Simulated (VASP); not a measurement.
# C (Im-3m) in VASP: relaxation of cell and atoms with PBE

Aim: the relaxation of cell and atoms of C with PBE.

Everything below comes from runs of VASP 6.6.1. Logs are shortened: lines on timing, memory, paths and dates and some standing lists are left out, and cuts for length are marked.

### Step 1. The cell of the first run

Symmetry: Im-3m, No. 229, cubic system. The conventional cell has a = 2.380 Å, b = 2.380 Å, c = 2.380 Å, α = 90.00°, β = 90.00°, γ = 90.00°. C (site symmetry m-3m) has 14 C at 2.06 to 2.38 Å within 2.7 Å.

### Step 2. Relaxation of cell and atoms, PBE

Input file INCAR:

```
PREC = Accurate
ENCUT = 600
EDIFF = 1E-7
ISMEAR = -1
SIGMA = 0.05
LREAL = F
LASPH = T
NELM = 120
ALGO = Normal
ISIF = 3
LWAVE = F
LCHARG = F
GGA = PE
IBRION = 2
NSW = 80
EDIFFG = -0.03
GGA_COMPAT = F
NELMIN = 4
```

Input file KPOINTS:

```
regular mesh
0
Gamma
  14 14 14
```

Input file POSCAR:

```
C
1.0
   -1.1900000000      1.1900000000      1.1900000000
    1.1900000000     -1.1900000000      1.1900000000
    1.1900000000      1.1900000000     -1.1900000000
C
1
Direct
    0.0000000000      0.0000000000      0.0000000000
```

Potentials or basis: VASP PAW PBE potentials, release 64 (C).

Run with:

```
cat potpaw_PBE.64/C/POTCAR > POTCAR
mpirun -np 1 vasp_std > vasp.out
```

OUTCAR:

```text
PREC = Accurate
   ENCUT = 600
   EDIFF = 1E-7
   ISMEAR = -1
   LREAL = F
   LASPH = T
   NELM = 120
   ISIF = 3
   GGA = PE
   IBRION = 2
   NSW = 80
   EDIFFG = -0.03
   NELMIN = 4

 ion  position               nearest neighbor table
   1  0.000  0.000  0.000-

  LATTYP: Found a body centered cubic cell.
 ALAT       =     2.3800000000

  Lattice vectors:

 A1 = (  -1.1900000000,   1.1900000000,   1.1900000000)
 A2 = (   1.1900000000,  -1.1900000000,   1.1900000000)
 A3 = (   1.1900000000,   1.1900000000,  -1.1900000000)

Analysis of symmetry for initial positions (statically):
=====================================================================
 Subroutine PRICEL returns:
 Original cell was already a primitive cell.

 Routine SETGRP: Setting up the symmetry group for a
 body centered cubic supercell.

 Subroutine GETGRP returns: Found 48 space group operations
 (whereof 48 operations were pure point group operations)
 out of a pool of 48 trial point group operations.

The static configuration has the point symmetry O_h .

Analysis of symmetry for dynamics (positions and initial velocities):
=====================================================================
 Subroutine PRICEL returns:
 Original cell was already a primitive cell.

 Routine SETGRP: Setting up the symmetry group for a
 body centered cubic supercell.

 Subroutine GETGRP returns: Found 48 space group operations
 (whereof 48 operations were pure point group operations)
 out of a pool of 48 trial point group operations.

The dynamic configuration has the point symmetry O_h .

 Subroutine INISYM returns: Found 48 space group operations
 (whereof 48 operations are pure point group operations),
 and found     1 'primitive' translations

----------------------------------------------------------------------------------------

                                     Primitive cell

  volume of cell :       6.7406

  direct lattice vectors                    reciprocal lattice vectors
    -1.190000000  1.190000000  1.190000000     0.000000000  0.420168067  0.420168067
     1.190000000 -1.190000000  1.190000000     0.420168067  0.000000000  0.420168067
     1.190000000  1.190000000 -1.190000000     0.420168067  0.420168067  0.000000000

  length of vectors
     2.061140461  2.061140461  2.061140461     0.594207379  0.594207379  0.594207379

  position of ions in fractional coordinates (direct lattice)
[... 77 lines left out ...]
   EDIFF  = 0.1E-06   stopping-criterion for ELM
   LREAL  =      F    real-space projection
   EDIFFG = -.3E-01   stopping-criterion for IOM
   NSW    =     80    number of steps for IOM
   IBRION =      2    ionic relax: 0-MD 1-quasi-New 2-CG
   NFREE  =      1    steps in history (QN), initial steepest desc. (CG)
   ISIF   =      3    stress and relaxation
   ISYM   =      2    0-nonsym 1-usesym 2-fastsym
   POTIM  = 0.5000    time-step for ionic-motion
   TEBEG  =    0.0;   TEEND  =   0.0 temperature during run
   PSTRESS=    0.0 pullay stress
   NELECT =       4.0000    total number of electrons
   NUPDOWN=      -1.0000    fix difference up-down
   EMIN   =  10.00;   EMAX   =-10.00  energy-range for DOS
   EFERMI =   0.00;   METHOD = LEGACY
   ISMEAR =    -1;   SIGMA  =   0.05  broadening in eV -4-tet -1-fermi 0-gaus
   EFERMI_NEDOS =   21; number of points for ismear=-14 and -15
   IALGO  =     38    algorithm
   IMIX   =      4    mixing-type and parameters
     AMIX     =   0.40;   BMIX     =  1.00
     AMIX_MAG =   1.60;   BMIX_MAG =  1.00
  volume/ion in A,a.u.               =       6.74        45.49
  Fermi-wavevector in a.u.,A,eV,Ry     =   1.375713  2.599721 25.750203  1.892587
  Thomas-Fermi vector in A             =   2.501024
   LORBIT       =      0    0 simple, 1 ext, 2 COOP (PROOUT), +10 PAW based schemes
   GGA     = PE    functional components
   LHFCALC =     F    Hartree Fock is set to
   AEXX    =    0.0000 exact exchange contribution
   IVDW    =     0    specifies the selected vdW correction
   LEPSILON=     F    determine dielectric tensor
   LRPA    =     F    only Hartree local field effects (RPA)
 conjugate gradient relaxation of ions
 non-spin polarized calculation
  energy-cutoff  :      600.00
  volume of cell :        6.74
 maximum number of plane-waves:       236
   NGX =  9   NGY =  9   NGZ =  9

 number of electron       4.0000000 magnetization

 Free energy of the ion-electron system (eV)
  ---------------------------------------------------
  ext. energy  EPLUGINS =         0.00000000
  ---------------------------------------------------
  free energy    TOTEN  =        -4.87585069 eV

  energy without entropy =       -4.87153797  energy(sigma->0) =       -4.87369433

 E-fermi :   8.3771     XC(G=0): -13.0810

 val. band max:        8.3448459607   @ k =   0.2143   0.1429   0.0714
 cond. band min:       8.3950637123   @ k =  -0.4286   0.5000   0.2143
 fundamental gap:      0.0502177516
 Fermi energy:         8.3770584236

 k-point     1 :       0.0000    0.0000    0.0000
  band No.  band energies     occupation
      1     -11.1142      2.00000
      2      17.3663      0.00000
      3      17.3663      0.00000
      4      17.3663      0.00000
      5      41.4732      0.00000
      6      41.4732      0.00000
[... 199 lines left out ...]
 k-point    24 :       0.3571    0.2857    0.0000
  band No.  band energies     occupation
      1       1.9644      2.00000
      2       2.4117      2.00000
      3       5.0901      2.00000
      4      14.2404      0.00000
      5      33.1900      0.00000
      6      35.5258      0.00000

 [... further k-points ...]

------------------------ aborting loop because EDIFF is reached ----------------------------------------

  FORCE on cell =-STRESS in cart. coord.  units (eV):
  Direction    XX          YY          ZZ          XY          YZ          ZX
  --------------------------------------------------------------------------------------
  -------------------------------------------------------------------------------------
  Total       -0.0057551     -0.0057551     -0.0057551      0.0000000      0.0000000      0.0000000
  in kB       -1.3679347     -1.3679347     -1.3679347      0.0000000      0.0000000      0.0000000
  external PRESSURE =      -1.3679347 kB  Pullay stress =       0.0000000 kB

 VOLUME and BASIS-vectors are now :
 -----------------------------------------------------------------------------
  energy-cutoff  :      600.00
  volume of cell :        6.74
      direct lattice vectors                 reciprocal lattice vectors
    -1.190000000  1.190000000  1.190000000     0.000000000  0.420168067  0.420168067
     1.190000000 -1.190000000  1.190000000     0.420168067  0.000000000  0.420168067
     1.190000000  1.190000000 -1.190000000     0.420168067  0.420168067  0.000000000

 POSITION                                       TOTAL-FORCE (eV/Angst)
 -----------------------------------------------------------------------------------
      0.00000      0.00000      0.00000        -0.000000      0.000000     -0.000000
 -----------------------------------------------------------------------------------
    total drift:                                0.000000     -0.000000     -0.000000

  FREE ENERGIE OF THE ION-ELECTRON SYSTEM (eV)
  ---------------------------------------------------
  free  energy   TOTEN  =        -4.8758506904 eV

  energy  without entropy=       -4.8715379663  energy(sigma->0) =       -4.87369433

 reached required accuracy - stopping structural energy minimisation
```

OSZICAR:

```text
N       E                     dE             d eps       ncg     rms          rms(c)
DAV:   1    -0.150400385427E+01   -0.15040E+01   -0.27487E+03  1326   0.737E+02
DAV:   2    -0.485054020123E+01   -0.33465E+01   -0.31540E+01  1662   0.474E+01
DAV:   3    -0.487209336245E+01   -0.21553E-01   -0.21540E-01  1386   0.457E+00
DAV:   4    -0.487210781621E+01   -0.14454E-04   -0.14454E-04  1734   0.112E-01
DAV:   5    -0.487210782164E+01   -0.54347E-08   -0.60345E-08  1386   0.141E-03    0.931E-01
DAV:   6    -0.487426875682E+01   -0.21609E-02   -0.69044E-04  1452   0.236E-01    0.549E-01
DAV:   7    -0.487584237327E+01   -0.15736E-02   -0.14693E-03  1470   0.351E-01    0.334E-02
DAV:   8    -0.487585078237E+01   -0.84091E-05   -0.30524E-05  1482   0.536E-02    0.274E-03
DAV:   9    -0.487585069037E+01    0.91999E-07   -0.13884E-07  1320   0.366E-03
   1 F= -.48758507E+01 E0= -.48736943E+01  d E =-.487585E+01
```

Run time: 1.2 s. Hardware: 1 thread of Intel Xeon 6975P-C (Granite Rapids), shared host; peak memory 0.1 GiB.

What came out:

```yaml
Free_energy: -4.8759 eV
Pressure_after_relaxing: -0.1 GPa
Band_gap_on_the_k_mesh: zero (bands 2 and 3 overlap by 13.89 eV)
```

Final structure:
```
CELL_PARAMETERS angstrom
-1.19000 1.19000 1.19000
1.19000 -1.19000 1.19000
1.19000 1.19000 -1.19000
ATOMIC_POSITIONS crystal
C 0.00000 0.00000 0.00000
```

Caveat: the relaxation stopped at its first step, so nothing moved.
